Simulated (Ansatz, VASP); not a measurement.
**TiO2: VASP beside Ansatz**

```xyz
6
Lattice="4.4548 0.0000 0.0000 0.0000 4.4548 0.0000 0.0000 0.0000 3.2469" Properties=species:S:1:pos:R:3 pbc="T T T"
Ti    0.0000    0.0000    0.0000
Ti    2.2274    2.2274    1.6234
O     1.3616    1.3616    0.0000
O     0.8658    3.5890    1.6234
O     3.0932    3.0932    0.0000
O     3.5890    0.8658    1.6234
```

Change from the starting cell: strain -0.040 along x and y, +0.080 along z, atoms carried along.

Alike in both runs: task single point; functional PBE; k mesh 6 × 6 × 10; occupations gaussian, width 0.05 eV; no spin polarisation; Hubbard terms Ti d U = 4.0 eV.

|  | VASP | Ansatz |
| --- | --- | --- |
| version | VASP 6.6.1 | Ansatz 0.2.0 |
| potentials or method | VASP PAW PBE potentials, release 64 (Ti_sv, O), cutoff 520 eV | scalar-relativistic, plane waves, PAW |
| valence electrons in the cell | 48 | 48 |

VASP gave:

| Item | Value |
| --- | --- |
| gap on the k mesh at the Fermi level (eV) | 2.36 |
| least direct gap on the mesh (eV) | 2.36 |
| pressure (GPa) | 2.1 |
| traceless stress, the component that is largest in VASP (GPa) | -17.54 |
| rms of the force components (eV/Å) | 0.045 |

Question: What did Ansatz give for the same quantities?

Answer: gap on the k mesh at the Fermi level (eV): 2.34; least direct gap on the mesh (eV): 2.41; pressure (GPa): -1.6; traceless stress, the component that is largest in VASP (GPa): -17.07; rms of the force components (eV/Å): 0.028.

The programs project onto different local orbitals, so the same U acts differently, and such runs can settle in different states. Atom by atom the forces differ by 0.017 eV/Å (rms over components).
